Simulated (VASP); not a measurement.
# BiS2 (Pnnm) in VASP: single point with PBEsol

Aim: the single point of BiS2 with PBEsol.

All numbers are computed with VASP 6.6.1; they aren't measurements. Logs are shortened: lines on timing, memory, paths and dates and some standing lists are left out, and cuts for length are marked.

**1. The cell of the first run**

Symmetry: Pnnm, No. 58, orthorhombic system. The conventional cell has a = 5.991 Å, b = 6.270 Å, c = 3.870 Å, α = 90.00°, β = 90.00°, γ = 90.00°. Bi (site symmetry 2/m) has 8 S at 2.83 to 3.56 Å within 3.7 Å. Within 3.1 Å of S (site symmetry m) lie 1 S at 2.33 Å and 3 Bi at 2.83 Å.

**2. Single point, PBEsol**

INCAR reads:

```
PREC = Accurate
ENCUT = 520
EDIFF = 1E-6
ISMEAR = -1
SIGMA = 0.03
LREAL = False
LASPH = True
NELM = 60
ALGO = Normal
ISIF = 2
LWAVE = False
LCHARG = True
GGA = PS
LELF = True
LVHAR = True
NBANDS = 36
```

KPOINTS reads:

```
regular mesh
0
Gamma
  4 4 6
```

POSCAR reads:

```
BiS2
1.0
    6.2695438865      0.0000000000      0.0000000000
    0.0000000000      5.9907517646      0.0000000000
    0.0000000000      0.0000000000      3.8703666949
Bi S
2 4
Direct
    0.5000000000      0.5000000000      0.5000000000
    0.0000000000      0.0000000000      0.0000000000
    0.6753863413      0.0646677858      0.5000000000
    0.3246136587      0.9353322142      0.5000000000
    0.1753863413      0.4353322142      0.0000000000
    0.8246136587      0.5646677858      0.0000000000
```

Potentials or basis: VASP PAW PBE potentials, release 64 (Bi_d, S).

Command:

```console
cat potpaw_PBE.64/Bi_d/POTCAR potpaw_PBE.64/S/POTCAR > POTCAR
mpirun -np 1 vasp_std > vasp.out
```

OUTCAR:

```text
PREC = Accurate
   ENCUT = 520
   EDIFF = 1E-6
   ISMEAR = -1
   LREAL = False
   LASPH = True
   NELM = 60
   ISIF = 2
   GGA = PS

 ion  position               nearest neighbor table
   1  0.500  0.500  0.500-   3 2.83   4 2.83   5 2.83   6 2.83   5 2.83   6 2.83
   2  0.000  0.000  0.000-   5 2.83   6 2.83   3 2.83   4 2.83   3 2.83   4 2.83
   3  0.675  0.065  0.500-   4 2.33   1 2.83   2 2.83   2 2.83
   4  0.325  0.935  0.500-   3 2.33   1 2.83   2 2.83   2 2.83
   5  0.175  0.435  0.000-   6 2.33   2 2.83   1 2.83   1 2.83
   6  0.825  0.565  0.000-   5 2.33   2 2.83   1 2.83   1 2.83

  LATTYP: Found a simple orthorhombic cell.
 ALAT       =     3.8703666949
 B/A-ratio  =     1.5478512081
 C/A-ratio  =     1.6198836908

  Lattice vectors:

 A1 = (   0.0000000000,   0.0000000000,  -3.8703666949)
 A2 = (   0.0000000000,   5.9907517646,   0.0000000000)
 A3 = (   6.2695438865,   0.0000000000,   0.0000000000)

Analysis of symmetry for initial positions (statically):
=====================================================================
 Subroutine PRICEL returns:
 Original cell was already a primitive cell.

 Routine SETGRP: Setting up the symmetry group for a
 simple orthorhombic supercell.

 Subroutine GETGRP returns: Found  8 space group operations
 (whereof  4 operations were pure point group operations)
 out of a pool of  8 trial point group operations.

The static configuration has the point symmetry C_2h.
 The point group associated with its full space group is D_2h.

Analysis of symmetry for dynamics (positions and initial velocities):
=====================================================================
 Subroutine PRICEL returns:
 Original cell was already a primitive cell.

 Routine SETGRP: Setting up the symmetry group for a
 simple orthorhombic supercell.

 Subroutine GETGRP returns: Found  8 space group operations
 (whereof  4 operations were pure point group operations)
 out of a pool of  8 trial point group operations.

The dynamic configuration has the point symmetry C_2h.
 The point group associated with its full space group is D_2h.

 Subroutine INISYM returns: Found  8 space group operations
 (whereof  4 operations are pure point group operations),
 and found     1 'primitive' translations

----------------------------------------------------------------------------------------

                                     Primitive cell

  volume of cell :     145.3682

  direct lattice vectors                    reciprocal lattice vectors
     6.269543887  0.000000000  0.000000000     0.159501236  0.000000000  0.000000000
     0.000000000  5.990751765  0.000000000     0.000000000  0.166923959  0.000000000
     0.000000000  0.000000000  3.870366695     0.000000000  0.000000000  0.258373451

  length of vectors
     6.269543887  5.990751765  3.870366695     0.159501236  0.166923959  0.258373451

  position of ions in fractional coordinates (direct lattice)
     0.500000000  0.500000000  0.500000000
     0.000000000  0.000000000  0.000000000
     0.675386341  0.064667786  0.500000000
     0.324613659  0.935332214  0.500000000
     0.175386341  0.435332214  0.000000000
     0.824613659  0.564667786  0.000000000

  ion indices of the primitive-cell ions
   primitive index   ion index
                 1           1
                 2           2
                 3           3
                 4           4
                 5           5
                 6           6

----------------------------------------------------------------------------------------

 KPOINTS: regular mesh

Automatic generation of k-mesh.
 Grid dimensions read from file:
 generate k-points for:    4    4    6

 Generating k-lattice:

  Cartesian coordinates                     Fractional coordinates (reciprocal lattice)
     0.039875309  0.000000000  0.000000000     0.250000000  0.000000000  0.000000000
     0.000000000  0.041730990  0.000000000     0.000000000  0.250000000  0.000000000
     0.000000000  0.000000000  0.043062242     0.000000000  0.000000000  0.166666667

  Length of vectors
     0.039875309  0.041730990  0.043062242

  Shift w.r.t. Gamma in fractional coordinates (k-lattice)
     0.000000000  0.000000000  0.000000000

 Subroutine IBZKPT returns following result:
 ===========================================

 Found     36 irreducible k-points:

 Following reciprocal coordinates:
            Coordinates               Weight
  0.000000  0.000000  0.000000      1.000000
  0.250000  0.000000  0.000000      2.000000
  0.500000  0.000000  0.000000      1.000000
  0.000000  0.250000  0.000000      2.000000
  0.250000  0.250000  0.000000      4.000000
  0.500000  0.250000  0.000000      2.000000
[... 16 lines left out ...]
  0.250000  0.250000  0.333333      8.000000
  0.500000  0.250000  0.333333      4.000000
 [... further k-points ...]
   k-points           NKPTS =     36   k-points in BZ     NKDIM =     36   number of bands    NBANDS=     36
   number of dos      NEDOS =    301   number of ions     NIONS =      6
   total plane-waves  NPLWV =  69120
   dimension x,y,z NGX =    48 NGY =   48 NGZ =   30
   dimension x,y,z NGXF=    96 NGYF=   96 NGZF=   60
   ions per type =               2   4
   NGX,Y,Z   is equivalent  to a cutoff of  12.73, 13.32, 12.89 a.u.
   NGXF,Y,Z  is equivalent  to a cutoff of  25.46, 26.64, 25.77 a.u.
 SYSTEM =  unknown system
   PREC   = accura    normal or accurate (medium, high low for compatibility)
   ISTART =      0    job   : 0-new  1-cont  2-samecut
   ICHARG =      2    charge: 1-file 2-atom 10-const
   ISPIN  =      1    spin polarized calculation?
   LNONCOLLINEAR =      F non collinear calculations
   LSORBIT =      F    spin-orbit coupling
   LASPH  =      T    aspherical Exc in radial PAW
   ENCUT  =  520.0 eV  38.22 Ry    6.18 a.u.  11.66 11.14  7.20*2*pi/ulx,y,z
   NELM   =     60;   NELMIN=  2; NELMDL= -5     # of ELM steps
   EDIFF  = 0.1E-05   stopping-criterion for ELM
   LREAL  =      F    real-space projection
   EDIFFG = 0.1E-04   stopping-criterion for IOM
   NSW    =      0    number of steps for IOM
   IBRION =     -1    ionic relax: 0-MD 1-quasi-New 2-CG
   NFREE  =      0    steps in history (QN), initial steepest desc. (CG)
   ISIF   =      2    stress and relaxation
   ISYM   =      2    0-nonsym 1-usesym 2-fastsym
   POTIM  = 0.5000    time-step for ionic-motion
   TEBEG  =    0.0;   TEEND  =   0.0 temperature during run
   PSTRESS=    0.0 pullay stress
   NELECT =      54.0000    total number of electrons
   NUPDOWN=      -1.0000    fix difference up-down
   EMIN   =  10.00;   EMAX   =-10.00  energy-range for DOS
   EFERMI =   0.00;   METHOD = LEGACY
   ISMEAR =    -1;   SIGMA  =   0.03  broadening in eV -4-tet -1-fermi 0-gaus
   EFERMI_NEDOS =   21; number of points for ismear=-14 and -15
   IALGO  =     38    algorithm
   IMIX   =      4    mixing-type and parameters
     AMIX     =   0.40;   BMIX     =  1.00
     AMIX_MAG =   1.60;   BMIX_MAG =  1.00
  volume/ion in A,a.u.               =      24.23       163.50
  Fermi-wavevector in a.u.,A,eV,Ry     =   1.176837  2.223899 18.843323  1.384945
  Thomas-Fermi vector in A             =   2.313194
   LORBIT       =      0    0 simple, 1 ext, 2 COOP (PROOUT), +10 PAW based schemes
   GGA     = PS    functional components
   LHFCALC =     F    Hartree Fock is set to
   AEXX    =    0.0000 exact exchange contribution
   IVDW    =     0    specifies the selected vdW correction
   LEPSILON=     F    determine dielectric tensor
   LRPA    =     F    only Hartree local field effects (RPA)
 non-spin polarized calculation
  energy-cutoff  :      520.00
  volume of cell :      145.37
 maximum number of plane-waves:      3940
 NGX is ok and might be reduce to    48
   NGX = 23   NGY = 23   NGZ = 15

 number of electron      53.9999996 magnetization

 Free energy of the ion-electron system (eV)
  ---------------------------------------------------
  ext. energy  EPLUGINS =         0.00000000
  ---------------------------------------------------
  free energy    TOTEN  =       -26.54154770 eV

  energy without entropy =      -26.53251829  energy(sigma->0) =      -26.53703299

 E-fermi :   5.8249     XC(G=0):  -9.9054

 val. band max:        5.8245069175   @ k =   0.2500   0.0000   0.1667
 cond. band min:       5.8831518771   @ k =   0.2500   0.0000   0.3333
 fundamental gap:      0.0586449596
 Fermi energy:         5.8249315082

 k-point     1 :       0.0000    0.0000    0.0000
  band No.  band energies     occupation
      1     -17.3238      2.00000
      2     -17.3059      2.00000
      3     -17.2912      2.00000
      4     -17.2782      2.00000
      5     -17.2709      2.00000
      6     -17.2690      2.00000
[... 28 lines left out ...]
     35      10.6086      0.00000
     36      11.2901      0.00000

 k-point     2 :       0.2500    0.0000    0.0000
  band No.  band energies     occupation
      1     -17.3209      2.00000
      2     -17.3082      2.00000
      3     -17.2894      2.00000
      4     -17.2804      2.00000
      5     -17.2706      2.00000
      6     -17.2692      2.00000
[... 28 lines left out ...]
     35      10.8004      0.00000
     36      11.7522      0.00000

 k-point     3 :       0.5000    0.0000    0.0000
  band No.  band energies     occupation
      1     -17.3143      2.00000
      2     -17.3143      2.00000
      3     -17.2851      2.00000
      4     -17.2851      2.00000
      5     -17.2699      2.00000
      6     -17.2699      2.00000
[... 28 lines left out ...]
     35      11.8743      0.00000
     36      11.8743      0.00000

 k-point     4 :       0.0000    0.2500    0.0000
  band No.  band energies     occupation
      1     -17.3201      2.00000
      2     -17.3073      2.00000
      3     -17.2896      2.00000
      4     -17.2806      2.00000
      5     -17.2707      2.00000
      6     -17.2693      2.00000
[... 28 lines left out ...]
     35       9.9810      0.00000
     36      11.1925      0.00000

 k-point     5 :       0.2500    0.2500    0.0000
  band No.  band energies     occupation
      1     -17.3180      2.00000
      2     -17.3089      2.00000
      3     -17.2884      2.00000
      4     -17.2820      2.00000
      5     -17.2703      2.00000
      6     -17.2694      2.00000
[... 655 lines left out ...]
 k-point    22 :       0.0000    0.2500    0.3333
  band No.  band energies     occupation
      1     -17.3050      2.00000
      2     -17.2982      2.00000
      3     -17.2891      2.00000
      4     -17.2870      2.00000
      5     -17.2809      2.00000
      6     -17.2781      2.00000
[... 28 lines left out ...]
     35      11.6395      0.00000
     36      12.4971      0.00000

 k-point    23 :       0.2500    0.2500    0.3333
  band No.  band energies     occupation
      1     -17.3044      2.00000
      2     -17.2993      2.00000
      3     -17.2878      2.00000
      4     -17.2859      2.00000
      5     -17.2829      2.00000
      6     -17.2787      2.00000
[... 28 lines left out ...]
     35      11.9072      0.00000
     36      12.0840      0.00000

 k-point    24 :       0.5000    0.2500    0.3333
  band No.  band energies     occupation
      1     -17.3021      2.00000
      2     -17.3021      2.00000
      3     -17.2858      2.00000
      4     -17.2858      2.00000
      5     -17.2819      2.00000
      6     -17.2819      2.00000
[... 28 lines left out ...]
     35      11.7482      0.00000
     36      11.7482      0.00000

 [... further k-points ...]

------------------------ aborting loop because EDIFF is reached ----------------------------------------

  FORCE on cell =-STRESS in cart. coord.  units (eV):
  Direction    XX          YY          ZZ          XY          YZ          ZX
  --------------------------------------------------------------------------------------
  -------------------------------------------------------------------------------------
  Total       -0.0081650     -0.0318120     -0.0167048     -0.0000000      0.0000000      0.0000000
  in kB       -0.0899902     -0.3506169     -0.1841125     -0.0000000      0.0000000      0.0000000
  external PRESSURE =      -0.2082399 kB  Pullay stress =       0.0000000 kB

 VOLUME and BASIS-vectors are now :
 -----------------------------------------------------------------------------
  energy-cutoff  :      520.00
  volume of cell :      145.37
      direct lattice vectors                 reciprocal lattice vectors
     6.269543887  0.000000000  0.000000000     0.159501236  0.000000000  0.000000000
     0.000000000  5.990751765  0.000000000     0.000000000  0.166923959  0.000000000
     0.000000000  0.000000000  3.870366695     0.000000000  0.000000000  0.258373451

 POSITION                                       TOTAL-FORCE (eV/Angst)
 -----------------------------------------------------------------------------------
      3.13477      2.99538      1.93518        -0.000000     -0.000000      0.000000
      0.00000      0.00000      0.00000        -0.000000     -0.000000      0.000000
      4.23436      0.38741      1.93518        -0.013818     -0.005402     -0.000000
      2.03518      5.60334      1.93518         0.013818      0.005402      0.000000
      1.09959      2.60797      0.00000        -0.013818      0.005402      0.000000
      5.16995      3.38278      0.00000         0.013818     -0.005402     -0.000000
 -----------------------------------------------------------------------------------
    total drift:                               -0.000000     -0.000000     -0.000000

  FREE ENERGIE OF THE ION-ELECTRON SYSTEM (eV)
  ---------------------------------------------------
  free  energy   TOTEN  =       -26.5415476956 eV

  energy  without entropy=      -26.5325182858  energy(sigma->0) =      -26.53703299
```

Wall time 3.3 min (1 thread of Intel Xeon 8259CL, shared host); peak memory 0.33 GiB.

Results:

```yaml
Free_energy: -26.5415 eV
Pressure: 0.0 GPa
Largest_force: 0.015 eV/Å
Band_gap_on_the_k_mesh: zero (bands 27 and 28 overlap by 2.17 eV)
```

Forces in eV/Å, atoms in the order of the input:
```
Bi   0.000  0.000  0.000
Bi   0.000  0.000  0.000
S   -0.014 -0.005  0.000
S    0.014  0.005  0.000
S   -0.014  0.005  0.000
S    0.014 -0.005  0.000
```

Caveat: the PAW data sets were made with another functional, which shifts forces and pressure a little; spin-orbit coupling is left out, which moves the levels of the heavy elements.
